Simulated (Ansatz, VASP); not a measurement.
## One calculation of CoO, two programs

The input INCAR:

```
  ALGO = Normal
  EDIFF = 1E-7
  ENCUT = 520
  GGA = PE
  ISIF = 2
  ISMEAR = 0
  ISPIN = 2
  LASPH = True
  LCHARG = True
  LELF = True
  LMAXMIX = 4
  LORBIT = 11
  LREAL = False
  LVHAR = True
  LWAVE = False
  MAGMOM = 0.5 0
  NBANDS = 18
  NELM = 150
  PREC = Accurate
  SIGMA = 0.1
```

The input KPOINTS:

```
k-points
0
Gamma
  16 16 16
```

The input POSCAR:

```
CoO
1.0
    0.0000000000      2.2499728228      2.2499728228
    2.2499728228      0.0000000000      2.2499728228
    2.2499728228      2.2499728228      0.0000000000
Co O
1 1
Direct
    0.0000000000      0.0000000000      0.0000000000
    0.2500000000      0.2500000000      0.2500000000
```

Input for Ansatz:

```yaml
crystal:
  lattice:
    - [0.0, 2.2499728228, 2.2499728228]
    - [2.2499728228, 0.0, 2.2499728228]
    - [2.2499728228, 2.2499728228, 0.0]
  atoms:
    - { symbol: Co, position: [0.0, 0.0, 0.0], spin: 0.5 }
    - { symbol: O, position: [0.25, 0.25, 0.25] }
basis:
  ecutwfc: 420
kpoints:
  mp_grid: { grid: [16, 16, 16] }
hamiltonian:
  xc: pbe
scf:
  occupations: { method: gaussian, width: 0.1 }
  lower_state_search: "off"
output:
  forces: true
  stress: true
  eigenvalues: true
  populations: true
magnetization:
  spin_polarized: true
```

Alike in both runs: task single point; functional PBE; k mesh 16 × 16 × 16; occupations gaussian, width 0.1 eV; collinear spin.

```csv
,VASP,Ansatz
version,VASP 6.6.1,Ansatz 0.2.0
potentials or method,"VASP PAW PBE potentials, release 64 (Co, O), cutoff 520 eV","scalar-relativistic, plane waves, PAW"
valence electrons in the cell,15,23
```

```tsv
	VASP	Ansatz	Ansatz less VASP
gap on the k mesh at the Fermi level (eV)	none	none	-
pressure (GPa)	-0.1	0.0	+0.15
net moment per atom (μB)	1.37	1.38	+0.010
size of the moment on the site where the two differ most (μB)	2.37	2.23	-0.141
```

Site moments also hang on the region over which each program counts them. A gap of «none» marks a metal or a gap that the smearing closes. VASP's potentials hold 15 valence electrons a cell and Ansatz's 23, so a difference there can come from the potentials and not from the codes.
